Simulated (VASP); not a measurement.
**SnO: single point with PBEsol**

SnO:

```xyz
4
Lattice="4.0426 0.0000 0.0000 0.0000 4.0426 0.0000 0.0000 0.0000 4.2071" Properties=species:S:1:pos:R:3 pbc="T T T"
Sn    0.0000    2.0213    1.0204
Sn    2.0213    0.0000    3.1868
O     0.0000    0.0000    0.0000
O     2.0213    2.0213    0.0000
```

| Quantity | Value |
| --- | --- |
| Program | VASP 6.6.1 |
| Task | single point |
| Functional | PBEsol |
| Potentials or basis | VASP PAW PBE potentials, release 64 (Sn_d, O) |
| Cutoff | 520 eV |
| k mesh | 12 × 12 × 10 |
| Occupations | gaussian, width 0.15 eV |
| Spin | no spin polarisation |

```yaml
Pressure: -2.6 GPa
Largest_force: 0.402 eV/Å
Band_gap_on_the_k_mesh: 0.68 eV (least direct gap 1.38 eV)
```

Forces in eV/Å, atoms in the order of the input:
```
Sn   0.000  0.000  0.402
Sn   0.000  0.000 -0.402
O    0.000  0.000  0.000
O    0.000  0.000  0.000
```

Stress tensor (GPa, compression positive):
```
-5.91  0.00  0.00
 0.00 -5.91  0.00
 0.00  0.00  3.99
```

Levels at points of the mesh, in eV from the valence-band top:
```csv
k point,band 16,band 17,band 18,band 19,band 20,band 21,band 22,band 23,band 24,band 25
"(0.00, 0.00, 0.00)",-5.67,-2.85,-2.85,-2.49,-0.45,2.51,4.99,4.99,5.92,7.19
"(0.50, 0.00, 0.00)",-4.35,-3.68,-3.68,-1.51,-1.51,4.05,4.05,6.09,6.09,6.61
"(0.50, 0.50, 0.00)",-3.75,-2.13,-2.13,-0.69,-0.69,0.68,0.68,6.08,6.08,7.98
"(0.00, 0.00, 0.50)",-2.84,-2.84,-2.75,-2.30,-0.40,1.13,2.91,3.05,3.05,8.93
"(0.50, 0.00, 0.50)",-4.78,-4.22,-4.22,-0.66,-0.66,3.28,3.28,5.34,5.34,7.04
"(0.50, 0.50, 0.50)",-4.63,-2.22,-2.22,-2.13,-2.13,3.61,3.61,5.23,5.23,5.46
```

Run time: 2.9 min on 1 thread of Intel(R) Xeon(R) Platinum 8488C (Sapphire Rapids) (shared host), peak memory 0.36 GiB.

Caveat: the stress differs along the axes, from -6 to 4 GPa; semilocal functionals underestimate gaps, and a narrow one can read as zero; the PAW data sets were made with another functional, which shifts forces and pressure a little; spin-orbit coupling is left out, which moves the levels of the heavy elements. A k mesh can miss the band edges.
